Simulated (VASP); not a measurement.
A run of VASP 6.6.1 is set up as follows.

POSCAR

```
PtSe2
1.0
    3.7177548361      0.0000000000      0.0000000000
   -1.8588774181      3.2196701331      0.0000000000
    0.0000000000      0.0000000000      5.8155467718
Pt Se
1 2
Direct
    0.0000000000      0.0000000000      0.0000000000
    0.3333333333      0.6666666667      0.2254163897
    0.6666666667      0.3333333333      0.7745836103
```

The input INCAR.step1:

```
PREC = Accurate
ENCUT = 600
ISMEAR = 0
SIGMA = 0.02
LREAL = False
LASPH = True
NELM = 100
GGA = PE
ALGO = Normal
EDIFF = 1E-4
LWAVE = True
LCHARG = False
```

File INCAR.step2:

```
PREC = Accurate
ENCUT = 600
EDIFF = 1E-6
ISMEAR = 0
SIGMA = 0.02
LREAL = False
LASPH = True
NELM = 100
ALGO = Normal
ISIF = 3
LWAVE = False
LCHARG = False
METAGGA = R2SCAN
LMIXTAU = True
IBRION = 2
NSW = 100
EDIFFG = -0.005
ISTART = 1
```

Contents of KPOINTS:

```
regular mesh
0
Gamma
  12 12 6
```

Potentials or basis: VASP PAW PBE potentials, release 64 (Pt, Se).

Launch:

```console
$ cat potpaw_PBE.64/Pt/POTCAR potpaw_PBE.64/Se/POTCAR > POTCAR
$ cp INCAR.step1 INCAR
$ mpirun -np 1 vasp_std > vasp.out
$ cp INCAR.step2 INCAR
$ mpirun -np 1 vasp_std > vasp.out
```

What does it give for the relaxed cell?

a = 3.719 Å, b = 3.719 Å, c = 5.816 Å, α = 90.00°, β = 90.00°, γ = 120.00°.

What does it give for the relaxed volume?

23.22 Å³/atom.

Final structure:
```
Pt Se
1.0
     3.71855    0.00000    0.00000
    -1.85927    3.22036    0.00000
     0.00000    0.00000    5.81634
Pt Se
1 2
Direct
  0.00000 0.00000 0.00000
  0.33333 0.66667 0.22544
  0.66667 0.33333 0.77456
```

Caveat: the PAW data sets were made with another functional, which shifts forces and pressure a little.
